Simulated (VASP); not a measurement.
# C (Fmmm) in VASP: notebook

C is run at these levels: r2SCAN; tasks: single point.

Program: VASP 6.6.1. These are calculated values, not measurements. Logs are shortened: lines on timing, memory, paths and dates and some standing lists are left out, and cuts for length are marked.

**1. The cell of the first run**

The structure is orthorhombic, space group Fmmm (No. 69). Conventional cell: a = 2.272 Å, b = 3.935 Å, c = 6.696 Å, α = 90.00°, β = 90.00°, γ = 90.00°. Within 1.8 Å of C (site symmetry m2m) lie 3 C at 1.31 Å.

**2. Single point, r2SCAN (strain -0.0750 x Voigt [1, 1, 0, 0, 0, 0])**

POSCAR reads:

```
C
1.0
    0.0000000000      1.9674750000      3.3480000000
    1.1359000000      0.0000000000      3.3480000000
    1.1359000000      1.9674750000      0.0000000000
C
2
Direct
    0.1666700000      0.8333300000      0.1666700000
    0.8333300000      0.1666700000      0.8333300000
```

INCAR.step1 reads:

```
  PREC = Accurate
  ENCUT = 520
  ISMEAR = 0
  SIGMA = 0.05
  LREAL = F
  LASPH = T
  NELM = 80
  NBANDS = 11
  GGA = PE
  ALGO = Normal
  EDIFF = 1E-4
  LWAVE = T
  LCHARG = F
```

INCAR.step2 reads:

```
  PREC = Accurate
  ENCUT = 520
  EDIFF = 1E-6
  ISMEAR = 0
  SIGMA = 0.05
  LREAL = F
  LASPH = T
  NELM = 80
  ALGO = Normal
  ISIF = 2
  LWAVE = F
  LCHARG = F
  METAGGA = R2SCAN
  LMIXTAU = T
  NBANDS = 11
  ISTART = 1
```

KPOINTS reads:

```
regular mesh
0
Gamma
  14 14 14
```

Potentials or basis: VASP PAW PBE potentials, release 64 (C).

On the command line:

```sh
> cat potpaw_PBE.64/C/POTCAR > POTCAR
> cp INCAR.step1 INCAR
> mpirun -np 1 vasp_std > vasp.out
> cp INCAR.step2 INCAR
> mpirun -np 1 vasp_std > vasp.out
```

OUTCAR:

```text
PREC = Accurate
   ENCUT = 520
   EDIFF = 1E-6
   ISMEAR = 0
   LREAL = F
   LASPH = T
   NELM = 80
   ISIF = 2
   METAGGA = R2SCAN
   ISTART = 1

 ion  position               nearest neighbor table
   1  0.167  0.833  0.167-   2 1.31   2 1.31   2 1.31
   2  0.833  0.167  0.833-   1 1.31   1 1.31   1 1.31

  LATTYP: Found a face centered orthorhombic cell.
 ALAT       =     2.2718000000
 B/A-ratio  =     1.7320846906
 C/A-ratio  =     2.9474425566

  Lattice vectors:

 A1 = (   0.0000000000,   1.9674750000,   3.3480000000)
 A2 = (   1.1359000000,   0.0000000000,   3.3480000000)
 A3 = (   1.1359000000,   1.9674750000,   0.0000000000)

Analysis of symmetry for initial positions (statically):
=====================================================================
 Subroutine PRICEL returns:
 Original cell was already a primitive cell.

 Routine SETGRP: Setting up the symmetry group for a
 face centered orthorhombic supercell.

 Subroutine GETGRP returns: Found  8 space group operations
 (whereof  8 operations were pure point group operations)
 out of a pool of  8 trial point group operations.

The static configuration has the point symmetry D_2h.

Analysis of symmetry for dynamics (positions and initial velocities):
=====================================================================
 Subroutine PRICEL returns:
 Original cell was already a primitive cell.

 Routine SETGRP: Setting up the symmetry group for a
 face centered orthorhombic supercell.

 Subroutine GETGRP returns: Found  8 space group operations
 (whereof  8 operations were pure point group operations)
 out of a pool of  8 trial point group operations.

The dynamic configuration has the point symmetry D_2h.

 Subroutine INISYM returns: Found  8 space group operations
 (whereof  8 operations are pure point group operations),
 and found     1 'primitive' translations

----------------------------------------------------------------------------------------

                                     Primitive cell

  volume of cell :      14.9646

  direct lattice vectors                    reciprocal lattice vectors
     0.000000000  1.967475000  3.348000000    -0.440179593  0.254132835  0.149342891
     1.135900000  0.000000000  3.348000000     0.440179593 -0.254132835  0.149342891
     1.135900000  1.967475000  0.000000000     0.440179593  0.254132835 -0.149342891

  length of vectors
     3.883305535  3.535445207  2.271833331     0.529759258  0.529759258  0.529759258

  position of ions in fractional coordinates (direct lattice)
     0.166670000  0.833330000  0.166670000
     0.833330000  0.166670000  0.833330000

  ion indices of the primitive-cell ions
   primitive index   ion index
                 1           1
                 2           2

----------------------------------------------------------------------------------------

 KPOINTS: regular mesh

Automatic generation of k-mesh.
 Grid dimensions read from file:
 generate k-points for:   14   14   14

 Generating k-lattice:

  Cartesian coordinates                     Fractional coordinates (reciprocal lattice)
    -0.031441400  0.018152345  0.010667349     0.071428571 -0.000000000 -0.000000000
     0.031441400 -0.018152345  0.010667349    -0.000000000  0.071428571  0.000000000
     0.031441400  0.018152345 -0.010667349     0.000000000  0.000000000  0.071428571

  Length of vectors
     0.037839947  0.037839947  0.037839947

  Shift w.r.t. Gamma in fractional coordinates (k-lattice)
     0.000000000  0.000000000  0.000000000

 Subroutine IBZKPT returns following result:
 ===========================================

 Found    428 irreducible k-points:

 Following reciprocal coordinates:
            Coordinates               Weight
  0.000000  0.000000  0.000000      1.000000
  0.071429  0.000000 -0.000000      8.000000
  0.142857 -0.000000 -0.000000      8.000000
  0.214286 -0.000000 -0.000000      8.000000
  0.285714 -0.000000 -0.000000      8.000000
  0.357143 -0.000000 -0.000000      8.000000
[... 16 lines left out ...]
  0.214286  0.142857 -0.000000      8.000000
  0.285714  0.142857 -0.000000      8.000000
 [... further k-points ...]
   k-points           NKPTS =    428   k-points in BZ     NKDIM =    428   number of bands    NBANDS=     11
   number of dos      NEDOS =    301   number of ions     NIONS =      2
   total plane-waves  NPLWV =  15120
   dimension x,y,z NGX =    30 NGY =   28 NGZ =   18
   dimension x,y,z NGXF=    60 NGYF=   56 NGZF=   36
   ions per type =               2
   NGX,Y,Z   is equivalent  to a cutoff of  12.84, 13.17, 13.17 a.u.
   NGXF,Y,Z  is equivalent  to a cutoff of  25.69, 26.33, 26.34 a.u.
 SYSTEM =  unknown system
   PREC   = accura    normal or accurate (medium, high low for compatibility)
   ISTART =      1    job   : 0-new  1-cont  2-samecut
   ICHARG =      0    charge: 1-file 2-atom 10-const
   ISPIN  =      1    spin polarized calculation?
   LNONCOLLINEAR =      F non collinear calculations
   LSORBIT =      F    spin-orbit coupling
   LASPH  =      T    aspherical Exc in radial PAW
   ENCUT  =  520.0 eV  38.22 Ry    6.18 a.u.   7.22  6.57  4.22*2*pi/ulx,y,z
   NELM   =     80;   NELMIN=  2; NELMDL=  0     # of ELM steps
   EDIFF  = 0.1E-05   stopping-criterion for ELM
   LREAL  =      F    real-space projection
[... 7 lines left out ...]
   TEBEG  =    0.0;   TEEND  =   0.0 temperature during run
   PSTRESS=    0.0 pullay stress
   NELECT =       8.0000    total number of electrons
   NUPDOWN=      -1.0000    fix difference up-down
   EMIN   =  10.00;   EMAX   =-10.00  energy-range for DOS
   EFERMI =   0.00;   METHOD = LEGACY
   ISMEAR =     0;   SIGMA  =   0.05  broadening in eV -4-tet -1-fermi 0-gaus
   EFERMI_NEDOS =   21; number of points for ismear=-14 and -15
   IALGO  =     38    algorithm
   IMIX   =      4    mixing-type and parameters
     AMIX     =   0.40;   BMIX     =  1.00
     AMIX_MAG =   1.60;   BMIX_MAG =  1.00
  volume/ion in A,a.u.               =       7.48        50.49
  Fermi-wavevector in a.u.,A,eV,Ry     =   1.328668  2.510819 24.019173  1.765359
  Thomas-Fermi vector in A             =   2.457889
   LORBIT       =      0    0 simple, 1 ext, 2 COOP (PROOUT), +10 PAW based schemes
   METAGGA = R2SCAN    functional components
   LHFCALC =     F    Hartree Fock is set to
   AEXX    =    0.0000 exact exchange contribution
   IVDW    =     0    specifies the selected vdW correction
   LEPSILON=     F    determine dielectric tensor
   LRPA    =     F    only Hartree local field effects (RPA)
 non-spin polarized calculation
 Gauss-broadening in eV      SIGMA  =   0.05
  energy-cutoff  :      520.00
  volume of cell :       14.96
 maximum number of plane-waves:       415
 NGX is ok and might be reduce to    30
   NGX = 15   NGY = 13   NGZ =  9

 number of electron       8.0000000 magnetization

 Free energy of the ion-electron system (eV)
  ---------------------------------------------------
  ext. energy  EPLUGINS =         0.00000000
  ---------------------------------------------------
  free energy    TOTEN  =       -18.89159006 eV

  energy without entropy =      -18.89159006  energy(sigma->0) =      -18.89159006

 E-fermi :   6.3631     XC(G=0): -11.6845

 val. band max:        6.1121421121   @ k =   0.5000  -0.1429   0.3571
 cond. band min:       6.8313377767   @ k =  -0.0714   0.2857   0.2857
 fundamental gap:      0.7191956646
 Fermi energy:         6.3631229605

 k-point     1 :       0.0000    0.0000    0.0000
  band No.  band energies     occupation
      1     -16.7934      2.00000
      2      -2.7016      2.00000
      3       3.1793      2.00000
      4       3.1966      2.00000
      5       9.6228      0.00000
      6      16.6179      0.00000
      7      16.6731      0.00000
      8      22.0330      0.00000
      9      25.6422      0.00000
     10      33.7299      0.00000
     11      34.1845      0.00000

 k-point     2 :       0.0714    0.0000   -0.0000
  band No.  band energies     occupation
      1     -16.6430      2.00000
      2      -2.5501      2.00000
      3       2.6151      2.00000
      4       2.8358      2.00000
      5       9.8634      0.00000
      6      16.7874      0.00000
      7      17.3271      0.00000
      8      21.3404      0.00000
      9      25.8165      0.00000
     10      33.4985      0.00000
     11      34.2535      0.00000

 k-point     3 :       0.1429   -0.0000   -0.0000
  band No.  band energies     occupation
      1     -16.1934      2.00000
      2      -2.0954      2.00000
      3       1.0967      2.00000
      4       1.9855      2.00000
      5      10.5853      0.00000
      6      17.0028      0.00000
      7      19.2012      0.00000
      8      19.4983      0.00000
      9      26.3699      0.00000
     10      31.4890      0.00000
     11      35.4822      0.00000

 k-point     4 :       0.2143   -0.0000   -0.0000
  band No.  band energies     occupation
      1     -15.4490      2.00000
      2      -1.3384      2.00000
      3      -0.9578      2.00000
      4       0.9751      2.00000
      5      11.7724      0.00000
      6      16.9657      0.00000
      7      17.0862      0.00000
      8      21.8852      0.00000
      9      27.1881      0.00000
     10      29.3476      0.00000
     11      34.4028      0.00000

 k-point     5 :       0.2857   -0.0000   -0.0000
  band No.  band energies     occupation
      1     -14.4177      2.00000
      2      -3.2268      2.00000
      3      -0.2880      2.00000
      4       0.0435      2.00000
      5      13.2824      0.00000
      6      14.3032      0.00000
      7      17.0117      0.00000
      8      25.0485      0.00000
      9      26.8889      0.00000
     10      28.6523      0.00000
     11      33.0485      0.00000
[... 211 lines left out ...]
 k-point    21 :      -0.0714    0.0714    0.0000
  band No.  band energies     occupation
      1     -16.2055      2.00000
      2      -1.9872      2.00000
      3       1.0988      2.00000
      4       1.9856      2.00000
      5      10.3347      0.00000
      6      17.0052      0.00000
      7      19.2037      0.00000
      8      19.4760      0.00000
      9      26.3933      0.00000
     10      31.5452      0.00000
     11      35.6614      0.00000

 k-point    22 :       0.1429    0.1429    0.0000
  band No.  band energies     occupation
      1     -16.7450      2.00000
      2      -3.1064      2.00000
      3       3.1809      2.00000
      4       3.1919      2.00000
      5      10.6040      0.00000
      6      16.6232      0.00000
      7      16.6583      0.00000
      8      22.0583      0.00000
      9      25.6075      0.00000
     10      32.1909      0.00000
     11      33.7538      0.00000

 k-point    23 :       0.2143    0.1429   -0.0000
  band No.  band energies     occupation
      1     -16.5738      2.00000
      2      -3.1155      2.00000
      3       2.6088      2.00000
      4       2.8356      2.00000
      5      11.2856      0.00000
      6      16.7740      0.00000
      7      17.3257      0.00000
      8      21.3980      0.00000
      9      25.7531      0.00000
     10      31.2817      0.00000
     11      34.0985      0.00000

 k-point    24 :       0.2857    0.1429   -0.0000
  band No.  band energies     occupation
      1     -16.1081      2.00000
      2      -2.7739      2.00000
      3       1.0825      2.00000
      4       1.9855      2.00000
      5      12.3811      0.00000
      6      16.9883      0.00000
      7      19.1959      0.00000
      8      19.6437      0.00000
      9      26.2144      0.00000
     10      30.2002      0.00000
     11      34.4244      0.00000

 [... further k-points ...]

------------------------ aborting loop because EDIFF is reached ----------------------------------------

  FORCE on cell =-STRESS in cart. coord.  units (eV):
  Direction    XX          YY          ZZ          XY          YZ          ZX
  --------------------------------------------------------------------------------------
  -------------------------------------------------------------------------------------
  Total       13.1296062     13.1303486      0.1139753     -0.0000000      0.0000000      0.0000000
  in kB     1405.7157602   1405.7952476     12.2027224     -0.0000000      0.0000000      0.0000000
  external PRESSURE =     941.2379100 kB  Pullay stress =       0.0000000 kB

 VOLUME and BASIS-vectors are now :
 -----------------------------------------------------------------------------
  energy-cutoff  :      520.00
  volume of cell :       14.96
      direct lattice vectors                 reciprocal lattice vectors
     0.000000000  1.967475000  3.348000000    -0.440179593  0.254132835  0.149342891
     1.135900000  0.000000000  3.348000000     0.440179593 -0.254132835  0.149342891
     1.135900000  1.967475000  0.000000000     0.440179593  0.254132835 -0.149342891

 POSITION                                       TOTAL-FORCE (eV/Angst)
 -----------------------------------------------------------------------------------
      1.13590      0.65584      3.34800         0.000000      0.020690      0.000000
      1.13590      3.27911      3.34800         0.000000     -0.020690      0.000000
 -----------------------------------------------------------------------------------
    total drift:                               -0.000000     -0.000000     -0.000000

  FREE ENERGIE OF THE ION-ELECTRON SYSTEM (eV)
  ---------------------------------------------------
  free  energy   TOTEN  =       -18.8915900560 eV

  energy  without entropy=      -18.8915900560  energy(sigma->0) =      -18.89159006
```

Wall time 2.3 min (1 thread of Intel Xeon 6975P-C (Granite Rapids), shared host); peak memory 0.17 GiB.

Results:

```yaml
Free_energy: -18.8916 eV
Pressure: 94.1 GPa
Largest_force: 0.021 eV/Å
Band_gap_on_the_k_mesh: 0.72 eV, indirect (least direct gap 0.86 eV)
```

Forces on the atoms (eV/Å):
```
C    0.000  0.021  0.000
C    0.000 -0.021  0.000
```

Stress tensor (GPa, compression positive):
```
140.57   0.00   0.00
  0.00 140.58   0.00
  0.00   0.00   1.22
```

Levels at points of the mesh, in eV from the valence-band top:
| k point | band 1 | band 2 | band 3 | band 4 | band 5 | band 6 | band 7 | band 8 | band 9 |
| --- | --- | --- | --- | --- | --- | --- | --- | --- | --- |
| (0.00, 0.00, 0.00) | -22.91 | -8.81 | -2.93 | -2.92 | 3.51 | 10.51 | 10.56 | 15.92 | 19.53 |
| (0.50, 0.00, 0.00) | -16.03 | -15.65 | -7.40 | -2.95 | 1.94 | 10.45 | 14.13 | 14.80 | 21.94 |
| (0.50, 0.50, 0.00) | -22.64 | -10.66 | -2.94 | -2.92 | 10.30 | 10.48 | 10.53 | 16.05 | 17.62 |
| (0.50, 0.00, 0.50) | -16.12 | -15.72 | -7.38 | -2.22 | 2.90 | 10.63 | 12.25 | 12.37 | 20.84 |
| (0.00, 0.50, 0.50) | -15.93 | -15.58 | -7.42 | -3.58 | 1.15 | 10.27 | 16.07 | 18.94 | 23.22 |

Caveat: the cell differs from its parent crystal (strain -0.0750 x Voigt [1, 1, 0, 0, 0, 0]); the PAW data sets were made with another functional, which shifts forces and pressure a little. A k mesh can miss the band edges.

(Part 1 of 2 ends here.)
